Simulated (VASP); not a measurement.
Runs of VASP 6.6.1 on MnSi. The structure is that of space group P2_13 (No. 198), or close to it. The cells are those of the table. 

```csv
task,cell,cutoff (eV),gap on the mesh (eV),pressure (GPa),largest force (eV/Å)
single point,"a = 4.557 Å, 8 atoms",520,none,-7.8,0.01
relaxation of cell and atoms,"relaxed from a = 4.548 Å, 8 atoms",600,none,0.0,-
single point,"a = 4.497 Å, 8 atoms",520,none,0.0,0.01
single point,"a = 4.437 Å, 8 atoms",520,none,9.7,0.01
single point,"a = 4.467 Å, 8 atoms",520,none,4.6,0.01
single point,"a = 4.527 Å, 8 atoms",520,none,(a),0.01
```

Alike in all rows: level PBE; potentials or basis VASP PAW PBE potentials, release 64 (Mn_pv, Si); no spin polarisation; k mesh 8 × 8 × 8; smearing gaussian 0.05 eV.

Q: Fill in the values left out.

A: (a) -4.2.

A gap of «none» marks levels without a gap at the run's occupations.
